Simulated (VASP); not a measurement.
Write the native input for VASP 6.6.1 that does the following.

```
Task                   : single point
Functional             : r2SCAN
Potentials or basis    : VASP PAW PBE potentials, release 64 (Ru_sv)
Cutoff                 : 620 eV
k mesh                 : 11 × 11 × 6
Occupations            : fermi-dirac, width 0.05 eV
Spin                   : no spin polarisation
Dipole correction      : no
Further INCAR settings : ALGO = Normal; EDIFF = 1e-06; NBANDS = 23
```

The system is Ru.

```
CELL_PARAMETERS angstrom
2.72372 0.00000 0.00000
-1.36186 2.35881 0.00000
0.00000 0.00000 4.31026
ATOMIC_POSITIONS crystal
Ru 0.66667 0.33333 0.75000
Ru 0.33333 0.66667 0.25000
```

The input as run:

POSCAR

```
Ru
1.0
    2.7237197275      0.0000000000      0.0000000000
   -1.3618598638      2.3588104769      0.0000000000
    0.0000000000      0.0000000000      4.3102577801
Ru
2
Direct
    0.6666666667      0.3333333333      0.7500000000
    0.3333333333      0.6666666667      0.2500000000
```

INCAR.step1

```
ALGO = Normal
EDIFF = 1E-5
ENCUT = 620
GGA = PE
GGA_COMPAT = F
ISMEAR = -1
LASPH = T
LCHARG = F
LREAL = F
LWAVE = T
NBANDS = 23
NELM = 120
PREC = Accurate
SIGMA = 0.05
```

INCAR.step2

```
ALGO = Normal
EDIFF = 1E-6
ENCUT = 620
GGA_COMPAT = F
ISIF = 2
ISMEAR = -1
ISTART = 1
LASPH = T
LCHARG = F
LMIXTAU = T
LREAL = F
LWAVE = F
METAGGA = R2SCAN
NBANDS = 23
NELM = 120
PREC = Accurate
SIGMA = 0.05
```

KPOINTS

```
k-points
0
Gamma
  11 11 6
```

Potentials or basis: VASP PAW PBE potentials, release 64 (Ru_sv).

Run with:

```console
$ cat potpaw_PBE.64/Ru_sv/POTCAR > POTCAR
$ cp INCAR.step1 INCAR
$ mpirun -np 1 vasp_std > vasp.out
$ cp INCAR.step2 INCAR
$ mpirun -np 1 vasp_std > vasp.out
```

It gave:

```
Pressure               : -8.1 GPa
Band gap on the k mesh : zero (bands 16 and 17 overlap by 3.11 eV)
```

Caveat: the cell stands under tension; the PAW data sets were made with another functional, which shifts forces and pressure a little.

It took 2.1 min on 1 thread of Intel(R) Xeon(R) 6975P-C (Granite Rapids), on a shared host, peak memory 0.18 GiB.
